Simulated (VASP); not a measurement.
# Gd (Im-3m) in VASP: further runs, part 2 of 2

VASP 6.6.1. The steps go on from the part before.

### 5 Single point, r2SCAN, collinear spin, ferromagnetic start

This run uses another cell than the first one, of 34.05 Å³/atom.

The input, POSCAR:

```
Gd
1.0
   -2.0417362962      2.0417362962      2.0417362962
    2.0417362962     -2.0417362962      2.0417362962
    2.0417362962      2.0417362962     -2.0417362962
Gd
1
Direct
    0.0000000000      0.0000000000      0.0000000000
```

The input, INCAR.step1:

```
ALGO = Normal
EDIFF = 1E-4
ENCUT = 520
GGA = PE
ISMEAR = 1
ISPIN = 2
LASPH = T
LCHARG = F
LMAXMIX = 6
LREAL = F
LWAVE = T
MAGMOM = 7
NBANDS = 19
NELM = 150
PREC = Accurate
SIGMA = 0.1
```

The input, INCAR.step2:

```
ALGO = Normal
EDIFF = 1E-7
ENCUT = 520
ISIF = 2
ISMEAR = 1
ISPIN = 2
ISTART = 1
LASPH = T
LCHARG = T
LELF = T
LMAXMIX = 6
LMIXTAU = T
LORBIT = 11
LREAL = F
LVHAR = T
LWAVE = F
MAGMOM = 7
METAGGA = R2SCAN
NBANDS = 19
NELM = 150
PREC = Accurate
SIGMA = 0.1
```

The input, KPOINTS:

```
k-points
0
Gamma
  8 8 8
```

Potentials or basis: VASP PAW PBE potentials, release 64 (Gd).

Launch:

```sh
$ cat potpaw_PBE.64/Gd/POTCAR > POTCAR
$ cp INCAR.step1 INCAR
$ mpirun -np 1 vasp_std > vasp.out
$ cp INCAR.step2 INCAR
$ mpirun -np 1 vasp_std > vasp.out
```

OUTCAR:

```text
EDIFF = 1E-7
   ENCUT = 520
   ISIF = 2
   ISMEAR = 1
   ISPIN = 2
   ISTART = 1
   LASPH = T
   LORBIT = 11
   LREAL = F
   METAGGA = R2SCAN
   NELM = 150
   PREC = Accurate

 ion  position               nearest neighbor table
   1  0.000  0.000  0.000-

  LATTYP: Found a body centered cubic cell.
 ALAT       =     4.0834725924

  Lattice vectors:

 A1 = (  -2.0417362962,   2.0417362962,   2.0417362962)
 A2 = (   2.0417362962,  -2.0417362962,   2.0417362962)
 A3 = (   2.0417362962,   2.0417362962,  -2.0417362962)

Analysis of symmetry for initial positions (statically):
=====================================================================
 Subroutine PRICEL returns:
 Original cell was already a primitive cell.

 Routine SETGRP: Setting up the symmetry group for a
 body centered cubic supercell.

 Subroutine GETGRP returns: Found 48 space group operations
 (whereof 48 operations were pure point group operations)
 out of a pool of 48 trial point group operations.

The static configuration has the point symmetry O_h .

Analysis of symmetry for dynamics (positions and initial velocities):
=====================================================================
 Subroutine PRICEL returns:
 Original cell was already a primitive cell.

 Routine SETGRP: Setting up the symmetry group for a
 body centered cubic supercell.

 Subroutine GETGRP returns: Found 48 space group operations
 (whereof 48 operations were pure point group operations)
 out of a pool of 48 trial point group operations.

The dynamic configuration has the point symmetry O_h .

Analysis of structural, dynamic, and magnetic symmetry:
=====================================================================
 Subroutine PRICEL returns:
 Original cell was already a primitive cell.

 Routine SETGRP: Setting up the symmetry group for a
 body centered cubic supercell.

 Subroutine GETGRP returns: Found 48 space group operations
 (whereof 48 operations were pure point group operations)
[... 133 lines left out ...]
  energy-cutoff  :      520.00
  volume of cell :       34.05
 maximum number of plane-waves:       939
 NGX is ok and might be reduce to    28
   NGX = 13   NGY = 13   NGZ = 13

 number of electron      18.0000008 magnetization       7.9699247

 Free energy of the ion-electron system (eV)
  ---------------------------------------------------
  ext. energy  EPLUGINS =         0.00000000
  ---------------------------------------------------
  free energy    TOTEN  =       -40.95503695 eV

  energy without entropy =      -40.95454351  energy(sigma->0) =      -40.95487247

 E-fermi :   2.7858     XC(G=0): -10.5219

 val. band max:        2.7606706417   @ k =   0.1250   0.1250   0.1250
 cond. band min:       2.7902811088   @ k =   0.2500   0.2500   0.0000
 fundamental gap:      0.0296104671
 Fermi energy:         2.7857653723

 spin component 1

 k-point     1 :       0.0000    0.0000    0.0000
  band No.  band energies     occupation
      1     -44.4440      1.00000
      2     -20.7897      1.00000
      3     -20.7897      1.00000
      4     -20.7896      1.00000
      5      -3.0038      1.00000
      6      -3.0038      1.00000
[... 517 lines left out ...]
     18      12.5184      0.00000
     19      13.9809      0.00000

 [... further k-points ...]

 spin component 2

 k-point     1 :       0.0000    0.0000    0.0000
  band No.  band energies     occupation
      1     -40.4993      1.00000
      2     -17.9086      1.00000
      3     -17.9086      1.00000
      4     -17.9086      1.00000
      5      -1.2076      1.00000
      6       4.1134     -0.00000
[... 517 lines left out ...]
     18      14.3412      0.00000
     19      15.9696      0.00000

 [... further k-points ...]

------------------------ aborting loop because EDIFF is reached ----------------------------------------

  FORCE on cell =-STRESS in cart. coord.  units (eV):
  Direction    XX          YY          ZZ          XY          YZ          ZX
  --------------------------------------------------------------------------------------
  -------------------------------------------------------------------------------------
  Total       -0.1462174     -0.1462174     -0.1462174      0.0000000     -0.0000000      0.0000000
  in kB       -6.8809843     -6.8809843     -6.8809843      0.0000000     -0.0000000      0.0000000
  external PRESSURE =      -6.8809843 kB  Pullay stress =       0.0000000 kB

 VOLUME and BASIS-vectors are now :
 -----------------------------------------------------------------------------
  energy-cutoff  :      520.00
  volume of cell :       34.05
      direct lattice vectors                 reciprocal lattice vectors
    -2.041736296  2.041736296  2.041736296     0.000000000  0.244889607  0.244889607
     2.041736296 -2.041736296  2.041736296     0.244889607  0.000000000  0.244889607
     2.041736296  2.041736296 -2.041736296     0.244889607  0.244889607  0.000000000

 POSITION                                       TOTAL-FORCE (eV/Angst)
 -----------------------------------------------------------------------------------
      0.00000      0.00000      0.00000        -0.000000      0.000000     -0.000000
 -----------------------------------------------------------------------------------
    total drift:                                0.000000     -0.000000      0.000000

  FREE ENERGIE OF THE ION-ELECTRON SYSTEM (eV)
  ---------------------------------------------------
  free  energy   TOTEN  =       -40.9550369530 eV

  energy  without entropy=      -40.9545435121  energy(sigma->0) =      -40.95487247

 total charge

# of ion       s       p       d       f       tot
--------------------------------------------------
    1        2.073   5.598   0.587   6.927  15.185

 magnetization (x)

# of ion       s       p       d       f       tot
--------------------------------------------------
    1       -0.000  -0.098   0.297   6.902   7.100
```

OSZICAR.step1:

```text
N       E                     dE             d eps       ncg     rms          rms(c)
DAV:   1     0.100630558206E+03    0.10063E+03   -0.62734E+03  2831   0.469E+03
DAV:   2     0.530155998370E+01   -0.95329E+02   -0.83972E+02  2820   0.336E+02
[... 15 lines left out ...]
DAV:  18    -0.116275202903E+02   -0.84826E-02   -0.16157E-02  3669   0.242E+00    0.685E+00
DAV:  19    -0.116239417128E+02    0.35786E-02   -0.20826E-03  3640   0.784E-01    0.600E+00
DAV:  20    -0.116228176709E+02    0.11240E-02   -0.15073E-04  1678   0.263E-01    0.584E+00
DAV:  21    -0.116110607580E+02    0.11757E-01   -0.70641E-02  2684   0.611E+00    0.102E+00
DAV:  22    -0.116135897702E+02   -0.25290E-02   -0.92584E-03  4004   0.114E+00    0.165E+00
DAV:  23    -0.116111728868E+02    0.24169E-02   -0.34503E-03  3118   0.126E+00    0.140E+00
DAV:  24    -0.116110875016E+02    0.85385E-04   -0.18703E-04  2606   0.139E-01
   1 F= -.11611088E+02 E0= -.11610937E+02  d E =-.450168E-03  mag=     7.6792
```

Wall time 3 min (1 thread of AMD EPYC 9R45 (Zen 5), shared host); peak memory 0.18 GiB.

Results:

| Item | Value |
| --- | --- |
| Free energy | -40.9550 eV |
| Pressure | -0.7 GPa |
| Band gap on the k mesh | zero (filled and empty bands overlap) |
| Net moment | 7.97 μB per cell |
| Site moments | Gd +7.10 μB |
| Valence electrons inside the program's atomic spheres | Gd 15.19 |

Caveat: the PAW data sets were made with another functional, which shifts forces and pressure a little; spin-orbit coupling is left out, which moves the levels of the heavy elements; semilocal functionals describe open f shells poorly, which spoils levels, moments and volumes.

### 6 Overview

```tsv
cell	gap on the mesh (eV)	pressure (GPa)	moment (μB)
a = 3.448 Å, angles 109.5°, 1 atom	none	2.3	7.94
a = 3.478 Å, angles 109.5°, 1 atom	none	1.3	7.96
a = 3.507 Å, angles 109.5°, 1 atom	none	0.2	7.97
a = 3.536 Å, angles 109.5°, 1 atom	none	-0.7	7.97
```

Alike in all rows: task single point; level r2SCAN; potentials or basis VASP PAW PBE potentials, release 64 (Gd); spin collinear, ferromagnetic start; k mesh 8 × 8 × 8; cutoff (eV) 520; smearing methfessel-paxton 0.1 eV.

Caveats: the PAW data sets were made with another functional, which shifts forces and pressure a little; spin-orbit coupling is left out, which moves the levels of the heavy elements; semilocal functionals describe open f shells poorly, which spoils levels, moments and volumes.

Absolute energies hang on the potentials; compare differences alone.

The gap in the log of VASP goes by the Fermi energy; the results here count the filled bands.